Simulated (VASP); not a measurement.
# Ag4O in VASP: notebook, part 2 of 2

VASP 6.6.1.

### 4 Single point, PBEsol

INCAR

```
PREC = Accurate ; ENCUT = 520
EDIFF = 1E-6 ; ISMEAR = 0
SIGMA = 0.1 ; LREAL = False
LASPH = True ; NELM = 100
ALGO = Normal ; ISIF = 2
LWAVE = False ; LCHARG = False
LDIPOL = True ; IDIPOL = 3
DIPOL = 0.5 0.5 0.497 ; GGA = PS
NBANDS = 33
```

KPOINTS

```
regular mesh
0
Gamma
  12 12 1
```

POSCAR

```
Ag4O
1.0
    2.8669036820      0.0000000000      0.0000000000
   -1.4334518410      2.4828114189      0.0000000000
    0.0000000000      0.0000000000     26.0224511627
Ag O
4 1
Direct
    0.6666666667      0.3333333333      0.3266410203
    0.3333333333      0.6666666667      0.4165947699
   -0.0029143921      0.0029143921      0.5059156347
    0.6642514143      0.3357485857      0.5944111927
    0.3335178618     -0.3335178618      0.6437244412
```

Potentials or basis: VASP PAW PBE potentials, release 64 (Ag, O).

Started as:

```console
> cat potpaw_PBE.64/Ag/POTCAR potpaw_PBE.64/O/POTCAR > POTCAR
> mpirun -np 1 vasp_std > vasp.out
```

OUTCAR:

```text
PREC = Accurate
   ENCUT = 520
   EDIFF = 1E-6
   ISMEAR = 0
   LREAL = False
   LASPH = True
   NELM = 100
   ISIF = 2
   GGA = PS

 ion  position               nearest neighbor table
   1  0.667  0.333  0.327-   2 2.87   2 2.87   2 2.87
   2  0.333  0.667  0.417-   3 2.85   3 2.85   3 2.86   1 2.87   1 2.87   1 2.87
   3  0.997  0.003  0.506-   4 2.83   4 2.84   4 2.84   2 2.85   2 2.85   2 2.86
   4  0.664  0.336  0.594-   5 2.08   5 2.10   5 2.10   3 2.83   3 2.84   3 2.84
   5  0.334  0.666  0.644-   4 2.08   4 2.10   4 2.10

  LATTYP: Found a hexagonal cell.
 ALAT       =     2.8669036820
 C/A-ratio  =     9.0768487711

  Lattice vectors:

 A1 = (   2.8669036820,   0.0000000000,   0.0000000000)
 A2 = (  -1.4334518410,   2.4828114189,   0.0000000000)
 A3 = (   0.0000000000,   0.0000000000,  26.0224511627)

Analysis of symmetry for initial positions (statically):
=====================================================================
 Subroutine PRICEL returns:
 Original cell was already a primitive cell.

 Routine SETGRP: Setting up the symmetry group for a
 hexagonal supercell.

 Subroutine GETGRP returns: Found  2 space group operations
[... 185 lines left out ...]
      1     -18.5882      2.00000
      2      -8.3876      2.00000
      3      -7.4765      2.00000
      4      -7.3756      2.00000
      5      -7.0644      2.00000
      6      -6.2036      2.00000
[... 853 lines left out ...]
     32       7.5440      0.00000
     33       8.0975      0.00000

 [... further k-points ...]

------------------------ aborting loop because EDIFF is reached ----------------------------------------

 vacuum level on the upper side and lower side of the slab       (xc-potential included)         1.851        -1.868

  FORCE on cell =-STRESS in cart. coord.  units (eV):
  Direction    XX          YY          ZZ          XY          YZ          ZX
  --------------------------------------------------------------------------------------
  -------------------------------------------------------------------------------------
  Total        2.2206987      2.2086733     -0.1001345     -0.0104143      0.0092765     -0.0160674
  in kB       19.2085768     19.1045593     -0.8661426     -0.0900819      0.0802400     -0.1389799
  external PRESSURE =      12.4823312 kB  Pullay stress =       0.0000000 kB

 VOLUME and BASIS-vectors are now :
 -----------------------------------------------------------------------------
  energy-cutoff  :      520.00
  volume of cell :      185.23
      direct lattice vectors                 reciprocal lattice vectors
     2.866903682  0.000000000  0.000000000     0.348808370  0.201384606  0.000000000
    -1.433451841  2.482811419  0.000000000     0.000000000  0.402769213  0.000000000
     0.000000000  0.000000000 26.022451163     0.000000000  0.000000000  0.038428355

 POSITION                                       TOTAL-FORCE (eV/Angst)
 -----------------------------------------------------------------------------------
      1.43345      0.82760      8.50000         0.000242     -0.000139      0.036615
     -0.00000      1.65521     10.84082        -0.007431      0.004290     -0.027465
      2.85437      0.00724     13.16516         0.007358     -0.004248     -0.016185
      1.42307      0.83360     15.46804         0.025225     -0.014564     -0.025535
      0.00079      1.65475     16.75129        -0.025393      0.014661      0.032570
 -----------------------------------------------------------------------------------
    total drift:                               -0.000474      0.000273      0.001227

  FREE ENERGIE OF THE ION-ELECTRON SYSTEM (eV)
  ---------------------------------------------------
  free  energy   TOTEN  =       -16.5604876144 eV

  energy  without entropy=      -16.5202536720  energy(sigma->0) =      -16.54037064

 vacuum level on the upper side and lower side of the slab         7.515         3.718
```

OSZICAR:

```text
N       E                     dE             d eps       ncg     rms          rms(c)
DAV:   1     0.337319961065E+03    0.33732E+03   -0.23764E+04  2838   0.133E+03
DAV:   2    -0.171587693465E+01   -0.33904E+03   -0.32156E+03  3206   0.299E+02
DAV:   3    -0.209546837385E+02   -0.19239E+02   -0.18626E+02  3225   0.675E+01
[... 28 lines left out ...]
DAV:  32    -0.165604746062E+02   -0.13195E-04   -0.24503E-06  2343   0.100E-02    0.199E-02
DAV:  33    -0.165604824526E+02   -0.78464E-05   -0.16757E-06  1976   0.689E-03    0.116E-02
DAV:  34    -0.165604854288E+02   -0.29762E-05   -0.49788E-07  2008   0.450E-03    0.988E-03
DAV:  35    -0.165604867329E+02   -0.13041E-05   -0.11204E-07  2044   0.265E-03    0.884E-03
DAV:  36    -0.165604876144E+02   -0.88146E-06   -0.12587E-07  1987   0.280E-03
   1 F= -.16560488E+02 E0= -.16540371E+02  d E =-.402339E-01
```

stdout:

```text
POSCAR found type information on POSCAR AgO
 POSCAR found :  2 types and       5 ions
 scaLAPACK will be used
 -----------------------------------------------------------------------------
|                                                                             |
|                                                                             |
|     You enforced a specific xc type in the INCAR file but a different       |
|     I HOPE YOU KNOW WHAT YOU ARE DOING!                                     |
|                                                                             |
 -----------------------------------------------------------------------------

 LDA part: xc-table for (Slater+PW92), standard interpolation
 POSCAR, INCAR and KPOINTS ok, starting setup
 FFT: planning ... GRIDC
 FFT: planning ... GRID_SOFT
 FFT: planning ... GRID
 WAVECAR not read
 entering main loop
```

It took 7.7 min on 1 thread of Intel Xeon Platinum 8559C (Emerald Rapids), shared host; peak memory 0.43 GiB.

What came out:

| Property | Result |
| --- | --- |
| Free energy | -16.5605 eV |
| Largest force | 0.044 eV/Å |
| Band gap on the k mesh | zero (band 25 reaches 2.64 eV, above the bottom of band 26 at -1.04 eV) |

Forces in eV/Å, atoms in the order of the input:
```
Ag   0.000  0.000  0.037
Ag  -0.007  0.004 -0.027
Ag   0.007 -0.004 -0.016
Ag   0.025 -0.015 -0.026
O   -0.025  0.015  0.033
```

Levels at points of the mesh, in eV from the Fermi level:
```
           k point  band 22  band 23  band 24  band 25  band 26  band 27  band 28  band 29
(0.00, 0.00, 0.00)    -3.14    -3.02    -3.01    -1.37    -0.23     0.26     0.28     4.21
(0.50, 0.00, 0.00)    -2.31    -1.34    -0.05     0.25     1.08     1.54     3.79     4.59
(0.50, 0.50, 0.00)    -2.31    -1.36    -0.07     0.24     1.09     1.55     3.80     4.59
```

Caveat: the PAW data sets were made with another functional, which shifts forces and pressure a little.
